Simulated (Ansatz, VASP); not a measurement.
## GaSb in VASP and in Ansatz

```
Ga Sb
1.0
     0.00000    3.06676    3.06676
     3.06676    0.00000    3.06676
     3.06676    3.06676    0.00000
Ga Sb
1 1
Direct
  0.00000 0.00000 0.00000
  0.25000 0.25000 0.25000
```

Alike in both runs: task single point; functional r2SCAN; k mesh 10 × 10 × 10; occupations fermi-dirac, width 0.1 eV; no spin polarisation.

|  | VASP | Ansatz |
| --- | --- | --- |
| version | VASP 6.6.1 | Ansatz 0.2.0 |
| potentials or method | VASP PAW PBE potentials, release 64 (Ga_d, Sb), cutoff 520 eV | PAW plane waves |
| valence electrons in the cell | 18 | 28 |

```csv
,VASP,Ansatz,Ansatz less VASP
pressure (GPa),0.1,0.0,-0.07
```

VASP's potentials were made for PBE, not for r2SCAN. VASP's potentials hold 18 valence electrons a cell and Ansatz's 28, so a difference there can come from the potentials and not from the codes.

Spin-orbit coupling is off throughout.
